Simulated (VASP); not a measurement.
# SrO (Fm-3m) in VASP: settings compared, part 2 of 2

VASP 6.6.1.

## 4. Single point, PBE

Input file INCAR:

```
SYSTEM = SrO
PREC = Accurate ; ENCUT = 520
EDIFF = 1E-6 ; ISMEAR = 0
SIGMA = 0.019000000000000003 ; LREAL = .FALSE.
LASPH = .TRUE. ; NELM = 60
ALGO = Normal ; ISIF = 2
LWAVE = .FALSE. ; LCHARG = .FALSE.
GGA = PE ; NBANDS = 15
```

Input file KPOINTS:

```
Automatic mesh
0
G
  9 9 9
  0 0 0
```

Input file POSCAR:

```
SrO
1.0
    0.0000000000      2.5663000000      2.5663000000
    2.5663000000      0.0000000000      2.5663000000
    2.5663000000      2.5663000000      0.0000000000
Sr O
1 1
Direct
    0.5000000000      0.5000000000      0.5000000000
    0.0000000000      0.0000000000      0.0000000000
```

Potentials or basis: VASP PAW PBE potentials, release 64 (Sr_sv, O).

On the command line:

```
$ cat potpaw_PBE.64/Sr_sv/POTCAR potpaw_PBE.64/O/POTCAR > POTCAR
$ mpirun -np 1 vasp_std > vasp.out
```

OUTCAR:

```text
SYSTEM = SrO
   PREC = Accurate
   ENCUT = 520
   EDIFF = 1E-6
   ISMEAR = 0
   LREAL = .FALSE.
   LASPH = .TRUE.
   NELM = 60
   ISIF = 2
   GGA = PE

 ion  position               nearest neighbor table
   1  0.500  0.500  0.500-   2 2.57   2 2.57   2 2.57   2 2.57   2 2.57   2 2.57
   2  0.000  0.000  0.000-   1 2.57   1 2.57   1 2.57   1 2.57   1 2.57   1 2.57

  LATTYP: Found a face centered cubic cell.
 ALAT       =     5.1326000000

  Lattice vectors:

 A1 = (   0.0000000000,   2.5663000000,   2.5663000000)
 A2 = (   2.5663000000,   0.0000000000,   2.5663000000)
[... 618 lines left out ...]

  FORCE on cell =-STRESS in cart. coord.  units (eV):
  Direction    XX          YY          ZZ          XY          YZ          ZX
  --------------------------------------------------------------------------------------
  -------------------------------------------------------------------------------------
  Total        0.8281785      0.8281785      0.8281785      0.0000000     -0.0000000     -0.0000000
  in kB       39.2538498     39.2538498     39.2538498      0.0000000     -0.0000000     -0.0000000
  external PRESSURE =      39.2538498 kB  Pullay stress =       0.0000000 kB

 VOLUME and BASIS-vectors are now :
 -----------------------------------------------------------------------------
  energy-cutoff  :      520.00
  volume of cell :       33.80
      direct lattice vectors                 reciprocal lattice vectors
     0.000000000  2.566300000  2.566300000    -0.194833028  0.194833028  0.194833028
     2.566300000  0.000000000  2.566300000     0.194833028 -0.194833028  0.194833028
     2.566300000  2.566300000  0.000000000     0.194833028  0.194833028 -0.194833028

 POSITION                                       TOTAL-FORCE (eV/Angst)
 -----------------------------------------------------------------------------------
      2.56630      2.56630      2.56630         0.000000      0.000000     -0.000000
      0.00000      0.00000      0.00000        -0.000000     -0.000000      0.000000
 -----------------------------------------------------------------------------------
    total drift:                                0.000000      0.000000      0.000000

  FREE ENERGIE OF THE ION-ELECTRON SYSTEM (eV)
  ---------------------------------------------------
  free  energy   TOTEN  =       -12.0370188185 eV

  energy  without entropy=      -12.0370188185  energy(sigma->0) =      -12.03701882
```

stdout:

```text
POSCAR found type information on POSCAR SrO
 POSCAR found :  2 types and       2 ions
 scaLAPACK will be used
 LDA part: xc-table for (Slater+PW92), standard interpolation
 POSCAR, INCAR and KPOINTS ok, starting setup
 FFT: planning ... GRIDC
 FFT: planning ... GRID_SOFT
 FFT: planning ... GRID
 WAVECAR not read
 entering main loop
```

It took 18 s on 1 thread of Intel Xeon Platinum 8259CL at 2.50GHz (Skylake/Cascade Lake), shared host; peak memory 0.16 GiB.

Results:

```yaml
Free_energy: -12.0370 eV
Pressure: 3.9 GPa
Band_gap_on_the_k_mesh: 3.32 eV (least direct gap 3.41 eV)
```

Caveat: the cell stands under pressure; an odd mesh through Γ misses points on the zone boundary, where band edges can lie.

## 5. Single point, PBE+D3(BJ)

This run uses another cell than the first one, of 17.07 Å³/atom.

Input file INCAR:

```
SYSTEM = SrO
PREC = Accurate ; ENCUT = 520
EDIFF = 1E-6 ; ISMEAR = -1
SIGMA = 0.05 ; LREAL = .False.
LASPH = .True. ; NELM = 100
ALGO = Normal ; ISIF = 2
LWAVE = .False. ; LCHARG = .True.
GGA = PE ; IVDW = 12
LELF = .True. ; LVHAR = .True.
NBANDS = 15
```

Input file KPOINTS:

```
regular mesh
0
Gamma
  9 9 9
  0 0 0
```

Input file POSCAR:

```
SrO
1.0
    0.0000000000      2.5747490232      2.5747490232
    2.5747490232      0.0000000000      2.5747490232
    2.5747490232      2.5747490232      0.0000000000
Sr O
1 1
Direct
    0.5000000000      0.5000000000      0.5000000000
    0.0000000000      0.0000000000      0.0000000000
```

On the command line:

```
$ cat potpaw_PBE.64/Sr_sv/POTCAR potpaw_PBE.64/O/POTCAR > POTCAR
$ mpirun -np 1 vasp_std > vasp.out
```

Wall time 19 s (1 thread of Intel Xeon Platinum 8259CL at 2.50GHz (Skylake/Cascade Lake), shared host); peak memory 0.17 GiB.

It converged, with:

| Item | Value |
| --- | --- |
| Free energy | -12.5337 eV |
| Pressure | 0.6 GPa |
| Band gap on the k mesh | 3.33 eV (least direct gap 3.42 eV) |
| Dispersion energy per atom | -0.245 eV |

Levels at points of the mesh, in eV from the valence-band top:
```csv
k point,band 5,band 6,band 7,band 8,band 9,band 10,band 11,band 12
"(0.00, 0.00, 0.00)",-14.05,0.00,0.00,0.00,3.95,6.20,6.20,6.20
```

Caveat: an odd mesh through Γ misses points on the zone boundary, where band edges can lie.

## 6. The runs side by side

| task | level | spin | cell | k mesh | cutoff (eV) | smearing | grid for exact exchange (PRECFOCK) | share of exact exchange | screening parameter | gap on the mesh (eV) | pressure (GPa) |
| --- | --- | --- | --- | --- | --- | --- | --- | --- | --- | --- | --- |
| relaxation of cell and atoms | RPBE+D4 | off | relaxed from a = 3.629 Å, angles 60.0°, 2 atoms | 9 × 9 × 9 | 600 | fermi-dirac 0.05 eV | - | - | - | 3.45 | 0.0 |
| single point | HSE06 | non-collinear, zero start, SOC | a = 3.629 Å, angles 60.0°, 2 atoms | 4 × 4 × 4 | 520 | fermi-dirac 0.05 eV | Normal | 0.25 | 0.2079 1/Å | - | 1.7 |
| single point | PBE | off | a = 3.629 Å, angles 60.0°, 2 atoms | 9 × 9 × 9 | 520 | gaussian 0.019 eV | - | - | - | 3.32 | 3.9 |
| single point | PBE+D3(BJ) | off | a = 3.641 Å, angles 60.0°, 2 atoms | 9 × 9 × 9 | 520 | fermi-dirac 0.05 eV | - | - | - | 3.33 | 0.6 |

Alike in all rows: potentials or basis VASP PAW PBE potentials, release 64 (Sr_sv, O).

Caveats: some runs use coarse meshes; an odd mesh through Γ misses points on the zone boundary, where band edges can lie (at least some runs); the PAW data sets were made with another functional, which shifts forces and pressure a little (at least some runs); the cell stands under pressure (at least some runs).

Absolute energies hang on the potentials; compare differences alone.
